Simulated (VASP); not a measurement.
Here is a VASP 6.6.1 calculation.

INCAR

```
ALGO = Normal
EDIFF = 1E-7
ENCUT = 520
GGA = PE
ISIF = 2
ISMEAR = 0
LASPH = True
LCHARG = True
LELF = True
LREAL = False
LVHAR = True
LWAVE = False
NBANDS = 16
NELM = 80
PREC = Accurate
SIGMA = 0.1
```

File KPOINTS:

```
k-points
0
Gamma
  14 14 14
```

Contents of POSCAR:

```
AlC3
1.0
    3.2084478217      0.0000000000      0.0000000000
    0.0000000000      3.2084478217      0.0000000000
    0.0000000000      0.0000000000      3.2084478217
Al C
1 3
Direct
    0.0000000000      0.0000000000      0.0000000000
    0.0000000000      0.5000000000      0.5000000000
    0.5000000000      0.0000000000      0.5000000000
    0.5000000000      0.5000000000      0.0000000000
```

Potentials or basis: VASP PAW PBE potentials, release 64 (Al, C).

Command:

```bash
$ cat potpaw_PBE.64/Al/POTCAR potpaw_PBE.64/C/POTCAR > POTCAR
$ mpirun -np 1 vasp_std > vasp.out
```

Q: Estimate the pressure.

A: 0.0 GPa.
